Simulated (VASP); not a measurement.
The system is Sn.

```
Sn
1.0
     0.00000    3.25476    3.25476
     3.25476    0.00000    3.25476
     3.25476    3.25476    0.00000
Sn
2
Direct
  0.75000 0.75000 0.75000
  0.50000 0.50000 0.50000
```

Base run:

- Program: VASP 6.6.1
- Functional: r2SCAN
- Dispersion: D3(BJ)
- Potentials or basis: VASP PAW PBE potentials, release 64 (Sn_d)
- Cutoff: 520 eV
- k mesh: 7 × 7 × 7
- Occupations: fermi-dirac, width 0.05 eV
- Spin: no spin polarisation

Its results: band gap on the k mesh zero (filled and empty bands touch); pressure 0.5 GPa.

**Question.** The run is repeated on the same cell with these changes: functional from r2SCAN to BLYP; dispersion from D3(BJ) to none. What comes out?

**Answer.** Band gap on the k mesh zero (band 14 reaches 6.07 eV, above the bottom of band 15 at 5.97 eV); pressure 5.4 GPa.

Several settings changed at once, so the effect can't be laid on one alone.

Caveats: the PAW data sets were made with another functional, which shifts forces and pressure a little; spin-orbit coupling is left out, which moves the levels of the heavy elements; pairwise dispersion overbinds metals, which lowers pressure and volume (some runs).
